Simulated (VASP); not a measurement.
# AlSn (P-6m2) in VASP: a series of runs, part 2 of 2

VASP 6.6.1.

## (3) Density of states, PBE

Contents of POSCAR:

```
AlSn
1.0
    4.1981056157      0.0000000000      0.0000000000
   -2.0990528078      3.6356661109      0.0000000000
    0.0000000000      0.0000000000      3.3068470000
Al Sn
1 1
Direct
    0.0000000000      0.0000000000      0.0000000000
    0.3333333333      0.6666666667      0.5000000000
```

Contents of INCAR.step1:

```
SYSTEM = AlSn
ALGO     = Normal         ! electronic algorithm
EDIFF    = 1E-6           ! SCF threshold, eV
ENCUT    = 400            ! plane-wave cutoff, eV
GGA      = PE             ! functional
GGA_COMPAT= .FALSE.      
ISIF     = 2              ! what is computed and relaxed
ISMEAR   = 1              ! smearing method
LASPH    = .TRUE.         ! aspherical terms in the spheres
LCHARG   = .TRUE.         ! write CHGCAR
LORBIT   = 11             ! projections on sites
LREAL    = .FALSE.        ! projectors in reciprocal space
LWAVE    = .FALSE.        ! write WAVECAR
NBANDS   = 16             ! bands
NEDOS    = 2001           ! points of the DOS
NELM     = 120            ! most SCF steps
PREC     = Accurate       ! precision mode
SIGMA    = 0.1            ! smearing width, eV
```

Contents of KPOINTS.step1:

```
k-points
0
G
  3 3 2
  0 0 0
```

Contents of INCAR.step2:

```
SYSTEM = AlSn
ALGO     = Normal         ! electronic algorithm
EDIFF    = 1E-6           ! SCF threshold, eV
ENCUT    = 400            ! plane-wave cutoff, eV
GGA      = PE             ! functional
GGA_COMPAT= .FALSE.      
ICHARG   = 11             ! starting density
ISIF     = 2              ! what is computed and relaxed
ISMEAR   = 0              ! smearing method
LASPH    = .TRUE.         ! aspherical terms in the spheres
LCHARG   = .FALSE.        ! write CHGCAR
LORBIT   = 11             ! projections on sites
LREAL    = .FALSE.        ! projectors in reciprocal space
LWAVE    = .FALSE.        ! write WAVECAR
NBANDS   = 16             ! bands
NEDOS    = 1001           ! points of the DOS
NELM     = 120            ! most SCF steps
PREC     = Accurate       ! precision mode
SIGMA    = 0.1            ! smearing width, eV
```

Contents of KPOINTS.step2:

```
k-points
0
G
  5 5 3
  0 0 0
```

Potentials or basis: VASP PAW PBE potentials, release 64 (Al, Sn_d).

Run with:

```console
$ cat potpaw_PBE.64/Al/POTCAR potpaw_PBE.64/Sn_d/POTCAR > POTCAR
$ cp INCAR.step1 INCAR
$ cp KPOINTS.step1 KPOINTS
$ mpirun -np 1 vasp_std > vasp.out
$ cp INCAR.step2 INCAR
$ cp KPOINTS.step2 KPOINTS
$ mpirun -np 1 vasp_std > vasp.out
```

OUTCAR:

```text
SYSTEM = AlSn
   EDIFF = 1E-6
   ENCUT = 400
   GGA = PE
   ICHARG = 11
   ISIF = 2
   ISMEAR = 0
   LASPH = .TRUE.
   LORBIT = 11
   LREAL = .FALSE.
   NELM = 120
   PREC = Accurate

 ion  position               nearest neighbor table
   1  0.000  0.000  0.000-   2 2.93   2 2.93   2 2.93   2 2.93   2 2.93   2 2.93
   2  0.333  0.667  0.500-   1 2.93   1 2.93   1 2.93   1 2.93   1 2.93   1 2.93

  LATTYP: Found a hexagonal cell.
 ALAT       =     4.1981056157
 C/A-ratio  =     0.7876998110

  Lattice vectors:

 A1 = (   4.1981056157,   0.0000000000,   0.0000000000)
 A2 = (  -2.0990528078,   3.6356661109,   0.0000000000)
 A3 = (   0.0000000000,   0.0000000000,   3.3068470000)

Analysis of symmetry for initial positions (statically):
=====================================================================
 Subroutine PRICEL returns:
 Original cell was already a primitive cell.

 Routine SETGRP: Setting up the symmetry group for a
 hexagonal supercell.

 Subroutine GETGRP returns: Found 12 space group operations
 (whereof 12 operations were pure point group operations)
 out of a pool of 24 trial point group operations.

The static configuration has the point symmetry D_3h.

Analysis of symmetry for dynamics (positions and initial velocities):
=====================================================================
 Subroutine PRICEL returns:
 Original cell was already a primitive cell.

 Routine SETGRP: Setting up the symmetry group for a
 hexagonal supercell.

 Subroutine GETGRP returns: Found 12 space group operations
 (whereof 12 operations were pure point group operations)
 out of a pool of 24 trial point group operations.

The dynamic configuration has the point symmetry D_3h.

 Subroutine INISYM returns: Found 12 space group operations
 (whereof 12 operations are pure point group operations),
 and found     1 'primitive' translations

----------------------------------------------------------------------------------------
[... 103 lines left out ...]
   GGA     = PE    functional components
   LHFCALC =     F    Hartree Fock is set to
   AEXX    =    0.0000 exact exchange contribution
   IVDW    =     0    specifies the selected vdW correction
   LEPSILON=     F    determine dielectric tensor
   LRPA    =     F    only Hartree local field effects (RPA)
 non-spin polarized calculation
 Gauss-broadening in eV      SIGMA  =   0.10
  energy-cutoff  :      400.00
  volume of cell :       50.47
 maximum number of plane-waves:       932
 NGX is ok and might be reduce to    28

 number of electron      17.0000001 magnetization

 Free energy of the ion-electron system (eV)
  ---------------------------------------------------
  ext. energy  EPLUGINS =         0.00000000
  ---------------------------------------------------
  free energy    TOTEN  =        -7.33407767 eV

  energy without entropy =       -7.31932958  energy(sigma->0) =       -7.32670362

 E-fermi :   6.3761     XC(G=0):  -9.5366

 val. band max:        6.3065787104   @ k =   0.4000   0.0000   0.3333
 cond. band min:       6.3835573971   @ k =   0.4000   0.2000   0.3333
 fundamental gap:      0.0769786868
 Fermi energy:         6.3761286044

 k-point     1 :       0.0000    0.0000    0.0000
  band No.  band energies     occupation
      1     -14.9875      2.00000
      2     -14.8813      2.00000
      3     -14.8813      2.00000
      4     -14.8649      2.00000
      5     -14.8649      2.00000
      6      -3.9984      2.00000
[... 167 lines left out ...]
      3     -14.8728      2.00000
      4     -14.8603      2.00000
      5     -14.8440      2.00000
      6      -0.4365      2.00000
[... 8 lines left out ...]
     15      16.6752      0.00000
     16      19.5841      0.00000

------------------------ aborting loop because EDIFF is reached ----------------------------------------

  FORCE on cell =-STRESS in cart. coord.  units (eV):
  Direction    XX          YY          ZZ          XY          YZ          ZX
  --------------------------------------------------------------------------------------
  -------------------------------------------------------------------------------------
  Total        1.6090157      1.6090157      1.8741226      0.0000000     -0.0000000      0.0000000
  in kB       51.0762992     51.0762992     59.4918031      0.0000000     -0.0000000      0.0000000
  external PRESSURE =      53.8814672 kB  Pullay stress =       0.0000000 kB

 VOLUME and BASIS-vectors are now :
 -----------------------------------------------------------------------------
  energy-cutoff  :      400.00
  volume of cell :       50.47
      direct lattice vectors                 reciprocal lattice vectors
     4.198105616  0.000000000  0.000000000     0.238202678  0.137526380  0.000000000
    -2.099052808  3.635666111  0.000000000     0.000000000  0.275052760  0.000000000
     0.000000000  0.000000000  3.306847000     0.000000000  0.000000000  0.302402863

 POSITION                                       TOTAL-FORCE (eV/Angst)
 -----------------------------------------------------------------------------------
      0.00000      0.00000      0.00000         0.000000      0.000000      0.000000
     -0.00000      2.42378      1.65342        -0.000000     -0.000000      0.000000
 -----------------------------------------------------------------------------------
    total drift:                                0.005048     -0.002915     -0.000000

  FREE ENERGIE OF THE ION-ELECTRON SYSTEM (eV)
  ---------------------------------------------------
  free  energy   TOTEN  =        -7.3340776699 eV

  energy  without entropy=       -7.3193295758  energy(sigma->0) =       -7.32670362

 total charge

# of ion       s       p       d       tot
------------------------------------------
    1        0.439   0.276   0.000   0.715
    2        1.225   1.121   9.977  12.322
--------------------------------------------------
tot          1.664   1.397   9.977  13.038
```

OUTCAR.step1:

```text
SYSTEM = AlSn
   EDIFF = 1E-6
   ENCUT = 400
   GGA = PE
   ISIF = 2
   ISMEAR = 1
   LASPH = .TRUE.
   LORBIT = 11
   LREAL = .FALSE.
   NELM = 120
[... 317 lines left out ...]
    total drift:                               -0.000001      0.000000     -0.000000

  FREE ENERGIE OF THE ION-ELECTRON SYSTEM (eV)
  ---------------------------------------------------
  free  energy   TOTEN  =        -7.8099664148 eV

  energy  without entropy=       -7.8106120382  energy(sigma->0) =       -7.81018162

 total charge

# of ion       s       p       d       tot
------------------------------------------
    1        0.492   0.278   0.000   0.770
    2        1.200   1.093   9.975  12.267
--------------------------------------------------
tot          1.691   1.371   9.975  13.037
```

Run time: 12 s. Hardware: 1 thread of AMD EPYC 7R13, shared host; peak memory 0.11 GiB.

Results:

```yaml
Valence_electrons_inside_the_program's_atomic_spheres: Al 0.71; Sn 12.32
```

Levels at points of the mesh, in eV from the Fermi level:
| k point | band 6 | band 7 | band 8 | band 9 | band 10 | band 11 |
| --- | --- | --- | --- | --- | --- | --- |
| (0.00, 0.00, 0.00) | -10.37 | -0.14 | -0.14 | 0.81 | 2.69 | 3.19 |

Caveat: the k points lie up to 0.95 Å⁻¹ apart; spin-orbit coupling is left out, which moves the levels of the heavy elements.
